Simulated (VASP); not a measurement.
Input of a VASP 6.6.1 run:

Contents of INCAR:

```
PREC = Accurate
ENCUT = 520
EDIFF = 1E-7
ISMEAR = 0
SIGMA = 0.01
LREAL = F
LASPH = T
NELM = 80
ALGO = Normal
ISIF = 2
LWAVE = F
LCHARG = T
GGA = PE
LELF = T
LVHAR = T
NBANDS = 12
```

KPOINTS

```
regular mesh
0
Gamma
  6 6 6
```

The input POSCAR:

```
LiCl
1.0
    0.0000000000      2.6838388383      2.6838388383
    2.6838388383      0.0000000000      2.6838388383
    2.6838388383      2.6838388383      0.0000000000
Li Cl
1 1
Direct
    0.0000000000      0.0000000000      0.0000000000
    0.5000000000      0.5000000000      0.5000000000
```

Potentials or basis: VASP PAW PBE potentials, release 64 (Li_sv, Cl).

Run with:

```console
$ cat potpaw_PBE.64/Li_sv/POTCAR potpaw_PBE.64/Cl/POTCAR > POTCAR
$ mpirun -np 1 vasp_std > vasp.out
```

Problem. What does it give for the band gap on the k mesh?

Solution. 5.63 eV.

Caveat: the cell differs from its parent crystal (strain +5.0%).
